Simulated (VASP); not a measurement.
Write the native input for VASP 6.6.1 that does the following.

```yaml
Task: single point
Functional: PBE
Potentials_or_basis: VASP PAW PBE potentials, release 64 (Si, O)
Cutoff: 520 eV
k_mesh: 6 × 6 × 4
Occupations: fermi-dirac, width 0.02 eV
Spin: no spin polarisation
Dipole_correction: no
Further_INCAR_settings: ALGO = Normal; EDIFF = 1e-06; NBANDS = 44
```

The structure of SiO2 (Cristobalite) lies in POSCAR:

```
SiO2
1.0
    5.0836992466      0.0000000000      0.0000000000
    0.0000000000      5.0836992466      0.0000000000
    0.0000000000      0.0000000000      7.1008772140
Si O
4 8
Direct
    0.2938575728      0.2938575728      0.0000000000
    0.2061424272      0.7938575728      0.2500000000
    0.7061424272      0.7061424272      0.5000000000
    0.7938575728      0.2061424272      0.7500000000
    0.2411801029      0.0934526340      0.1742257547
    0.4065473660      0.7411801029      0.4242257547
    0.7588198971      0.9065473660      0.6742257547
    0.5934526340      0.2588198971      0.9242257547
    0.7411801029      0.4065473660      0.5757742453
    0.9065473660      0.7588198971      0.3257742453
    0.2588198971      0.5934526340      0.0757742453
    0.0934526340      0.2411801029      0.8257742453
```

One way to write it, as run:

INCAR

```
SYSTEM = SiO2
PREC = Accurate
ENCUT = 520
EDIFF = 1E-6
ISMEAR = -1
SIGMA = 0.02
LREAL = .FALSE.
LASPH = .TRUE.
NELM = 60
ALGO = Normal
ISIF = 2
LWAVE = .FALSE.
LCHARG = .TRUE.
GGA = PE
LELF = .TRUE.
LVHAR = .TRUE.
NBANDS = 44
```

KPOINTS

```
Automatic mesh
0
G
  6 6 4
  0 0 0
```

Potentials or basis: VASP PAW PBE potentials, release 64 (Si, O).

Command:

```sh
$ cat potpaw_PBE.64/Si/POTCAR potpaw_PBE.64/O/POTCAR > POTCAR
$ mpirun -np 1 vasp_std > vasp.out
```

It gave:

| Property | Result |
| --- | --- |
| Pressure | 0.1 GPa |
| Largest force | 0.018 eV/Å |
| Band gap on the k mesh | 5.51 eV, direct |

Wall time 2.3 min on 1 thread of AMD EPYC 9R45 96-Core Processor (Zen 5), with other jobs on the host, peak memory 0.34 GiB.
